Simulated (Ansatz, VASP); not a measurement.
One calculation of Ni, two programs

```xyz
1
Lattice="2.2938 0.0000 0.0000 0.0000 2.2938 0.0000 0.0000 0.0000 2.2938" Properties=species:S:1:pos:R:3 pbc="T T T"
Ni    0.0000    0.0000    0.0000
```

Alike in both runs: functional PBEsol; k mesh 8 × 8 × 8; occupations gaussian, width 0.1 eV; collinear spin.

Ansatz relaxed the structure, and its values are those at the end. VASP's run is a single point on that final structure, the one shown.

```csv
,VASP,Ansatz
version,VASP 6.6.1,Ansatz 0.2.0
potentials or method,"VASP PAW PBE potentials, release 64 (Ni), cutoff 520 eV","scalar-relativistic, plane waves, PAW"
valence electrons in the cell,10,18
```

|  | VASP | Ansatz | Ansatz less VASP |
| --- | --- | --- | --- |
| gap on the k mesh at the Fermi level (eV) | none | none | - |
| pressure (GPa) | 0.0 | 0.1 | +0.08 |
| net moment per atom (μB) | 0.70 | 0.71 | +0.010 |
| size of the moment on the site where the two differ most (μB) | 0.69 | 0.71 | +0.017 |

VASP's potentials were made for PBE, not for PBEsol. Site moments also hang on the region over which each program counts them. A gap of «none» marks a metal or a gap that the smearing closes. VASP's potentials hold 10 valence electrons a cell and Ansatz's 18, so a difference there can come from the potentials and not from the codes.
